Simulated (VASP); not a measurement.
Ga:

```
Ga
1.0
     2.77842    0.00000    0.00000
     0.00000    3.28161    0.00000
    -1.34343    0.00000    3.99027
Ga
2
Direct
  0.13460 0.75000 0.77017
  0.86540 0.25000 0.22983
```

```yaml
Program: VASP 6.6.1
Task: relaxation of cell and atoms
Functional: LDA
Potentials_or_basis: VASP PAW LDA potentials, release 64 (Ga_d)
Cutoff: 600 eV
k_mesh: 10 × 8 × 7
Occupations: fermi-dirac, width 0.05 eV
Spin: no spin polarisation
```

At the start: pressure -2.7 GPa; volume 18.19 Å³/atom.

Task: How do energy, volume and symmetry change on relaxing?

Result: Over 23 steps the energy falls by 8.7 meV/atom and the volume is 17.40 Å³/atom (-4.4 %); space group Cmcm (No. 63, to 0.1 Å) before and after.

The path:
| step | energy change (eV) | largest force (eV/Å) | pressure (GPa) | volume (Å³) |
| --- | --- | --- | --- | --- |
| 1 | 0.0000 | 0.0640 | -2.67 | 36.38 |
| 2 | -0.0161 | 0.0342 | -0.12 | 34.81 |
| 3 | -0.0162 | 0.0305 | 0.13 | 34.67 |
| 4 | -0.0169 | 0.0109 | 0.04 | 34.71 |
| 5 | -0.0171 | 0.0180 | 0.05 | 34.73 |
| 6 | -0.0169 | 0.0430 | 0.04 | 34.77 |
| 7 | -0.0171 | 0.0213 | 0.04 | 34.74 |
| 8 | -0.0172 | 0.0102 | 0.08 | 34.77 |
| 9 | -0.0172 | 0.0159 | -0.22 | 34.83 |
| 10 | -0.0173 | 0.0186 | 0.19 | 34.81 |
| 11 | -0.0173 | 0.0135 | -0.28 | 34.82 |
| 12 | -0.0173 | 0.0164 | -0.11 | 34.82 |
| 13 | -0.0173 | 0.0133 | -0.02 | 34.75 |
| 14 | -0.0173 | 0.0142 | 0.08 | 34.74 |
| 15 | -0.0173 | 0.0184 | 0.06 | 34.74 |
| 16 | -0.0173 | 0.0141 | 0.21 | 34.74 |
| 17 | -0.0173 | 0.0174 | 0.06 | 34.74 |
| 18 | -0.0174 | 0.0075 | 0.13 | 34.74 |
| 19 | -0.0174 | 0.0067 | 0.08 | 34.74 |
| 20 | -0.0174 | 0.0048 | 0.08 | 34.74 |
| 21 | -0.0174 | 0.0052 | 0.14 | 34.74 |
| 22 | -0.0175 | 0.0040 | -0.29 | 34.82 |
| 23 | -0.0175 | 0.0090 | 0.01 | 34.79 |

Final structure:
```
Ga
1.0
     2.75414    0.00000   -0.01837
     0.00000    3.18686    0.00000
    -1.35796    0.00000    3.97336
Ga
2
Direct
  0.12854 0.75000 0.76868
  0.87146 0.25000 0.23132
```
